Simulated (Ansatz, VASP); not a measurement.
Mg5Te2: VASP beside Ansatz

```xyz
7
Lattice="4.4312 0.0000 0.0000 0.0000 4.4312 0.0000 0.0000 0.0000 9.2701" Properties=species:S:1:pos:R:3 pbc="T T T"
Mg    0.0000    2.2156    6.8005
Mg    2.2156    0.0000    6.8005
Mg    0.0000    2.2156    2.4696
Mg    2.2156    0.0000    2.4696
Mg    0.0000    0.0000    0.0000
Te    2.2156    2.2156    0.0000
Te    2.2156    2.2156    4.6350
```

Alike in both runs: functional PBE; k mesh 8 × 8 × 4; occupations gaussian, width 0.1 eV; no spin polarisation.

Ansatz relaxed the structure, and its values are those at the end. VASP's run is a single point on that final structure, the one shown.

|  | VASP | Ansatz |
| --- | --- | --- |
| version | VASP 6.6.1 | Ansatz 0.2.0 |
| potentials or method | VASP PAW PBE potentials, release 64 (Mg, Te), cutoff 520 eV | scalar-relativistic, plane waves, PAW |
| valence electrons in the cell | 22 | 82 |

|  | VASP | Ansatz | Ansatz less VASP |
| --- | --- | --- | --- |
| gap on the k mesh at the Fermi level (eV) | none | none | - |
| pressure (GPa) | -0.1 | 0.0 | +0.07 |

A gap of «none» marks a metal or a gap that the smearing closes. The functional is the same, so the differences come from potentials, cutoffs and numerics. VASP's potentials hold 22 valence electrons a cell and Ansatz's 82, so a difference there can come from the potentials and not from the codes.

Neither program's run includes spin-orbit coupling.
